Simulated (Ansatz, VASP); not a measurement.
## Mg2W in VASP and in Ansatz

```xyz
6
Lattice="-3.4027 3.4027 2.6098 3.4027 -3.4027 2.6098 3.4027 3.4027 -2.6098" Properties=species:S:1:pos:R:3 pbc="T T T"
Mg    3.4027    1.5237    0.0000
Mg    1.5237    3.4027    0.0000
Mg    1.8789    0.0000    2.6098
Mg    0.0000    1.8789    2.6098
W     0.0000    0.0000    1.3049
W     0.0000    0.0000    3.9147
```

Alike in both runs: task relaxation of cell and atoms; functional PBE; k mesh 4 × 4 × 4; occupations gaussian, width 0.1 eV; no spin polarisation.

|  | VASP | Ansatz |
| --- | --- | --- |
| version | VASP 6.6.1 | Ansatz 0.2.0 |
| potentials or method | VASP PAW PBE potentials, release 64 (Mg, W_sv), cutoff 600 eV | scalar-relativistic, plane waves, PAW |
| valence electrons in the cell | 36 | 68 |

```tsv
	VASP	Ansatz	Ansatz less VASP
gap on the k mesh at the Fermi level, each at its own relaxed structure (eV)	none	none	-
relaxed volume (Å³/atom)	26.40	26.39	-0.009
relaxed length of the cell vector where the two differ most in proportion (Å)	6.162	6.164	+0.0015
```

A gap of «none» marks a metal or a gap that the smearing closes. VASP's potentials hold 36 valence electrons a cell and Ansatz's 68, so a difference there can come from the potentials and not from the codes.

The k mesh is coarse, so the values compare programs but aren't converged. Neither program's run includes spin-orbit coupling. Noted on VASP's run: the volume moved by over 15 % at a fixed basis, so the end points are rough.
